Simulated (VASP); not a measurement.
Crystal: BiO3.

```
CELL_PARAMETERS angstrom
7.06445 0.00000 0.00000
0.00000 7.06445 0.00000
0.00000 0.00000 7.06445
ATOMIC_POSITIONS crystal
Bi 0.87500 0.12500 0.62500
Bi 0.37500 0.37500 0.37500
Bi 0.12500 0.62500 0.87500
Bi 0.62500 0.87500 0.12500
O 0.62500 0.28503 0.53503
O 0.12500 0.21497 0.46497
O 0.03503 0.87500 0.71497
O 0.96497 0.37500 0.78503
O 0.78503 0.96497 0.37500
O 0.71497 0.03503 0.87500
O 0.21497 0.46497 0.12500
O 0.28503 0.53503 0.62500
O 0.46497 0.12500 0.21497
O 0.53503 0.62500 0.28503
O 0.87500 0.71497 0.03503
O 0.37500 0.78503 0.96497
```

The cell was built from a structure type or drawn by symmetry, and may not be a known phase.

| Property | Result |
| --- | --- |
| Program | VASP 6.6.1 |
| Task | relaxation of cell and atoms |
| Functional | PBE |
| Potentials or basis | VASP PAW PBE potentials, release 64 (Bi_d, O) |
| Cutoff | 600 eV |
| k mesh | 4 × 4 × 4 |
| Occupations | gaussian, width 0.1 eV |
| Spin | no spin polarisation |

At the start: pressure -5.5 GPa; volume 22.04 Å³/atom.

Problem. Where does the relaxation end?

Solution. Over 9 steps the energy falls by 99.4 meV/atom and the volume is 18.77 Å³/atom (-14.8 %); space group P4_132 (No. 213, to 0.1 Å) before and after.

Step by step:
```
step  energy change (eV)  largest force (eV/Å)  pressure (GPa)  volume (Å³)
   1              0.0000                0.1688           -5.52       352.56
   2             -0.6816                0.5806            0.76       315.19
   3             -0.6851                0.5601            0.26       317.36
   4             -0.8599                0.5268            0.44       314.09
   5             -1.2852                0.4146            0.93       304.44
   6             -1.4444                0.0618            3.33       285.73
   7             -1.5257                0.1676            2.18       293.22
   8             -1.4001                0.2022           -3.57       313.30
   9             -1.5905                0.0235           -0.13       300.35
```

Final structure:
```yaml
crystal:
  lattice:
    - [6.69690, 0.00000, 0.00000]
    - [0.00000, 6.69690, 0.00000]
    - [0.00000, 0.00000, 6.69690]
  atoms:
    - { symbol: Bi, position: [0.87500, 0.12500, 0.62500] }
    - { symbol: Bi, position: [0.37500, 0.37500, 0.37500] }
    - { symbol: Bi, position: [0.12500, 0.62500, 0.87500] }
    - { symbol: Bi, position: [0.62500, 0.87500, 0.12500] }
    - { symbol: O, position: [0.62500, 0.30947, 0.55947] }
    - { symbol: O, position: [0.12500, 0.19053, 0.44053] }
    - { symbol: O, position: [0.05947, 0.87500, 0.69053] }
    - { symbol: O, position: [0.94053, 0.37500, 0.80947] }
    - { symbol: O, position: [0.80947, 0.94053, 0.37500] }
    - { symbol: O, position: [0.69053, 0.05947, 0.87500] }
    - { symbol: O, position: [0.19053, 0.44053, 0.12500] }
    - { symbol: O, position: [0.30947, 0.55947, 0.62500] }
    - { symbol: O, position: [0.44053, 0.12500, 0.19053] }
    - { symbol: O, position: [0.55947, 0.62500, 0.30947] }
    - { symbol: O, position: [0.87500, 0.69053, 0.05947] }
    - { symbol: O, position: [0.37500, 0.80947, 0.94053] }
```
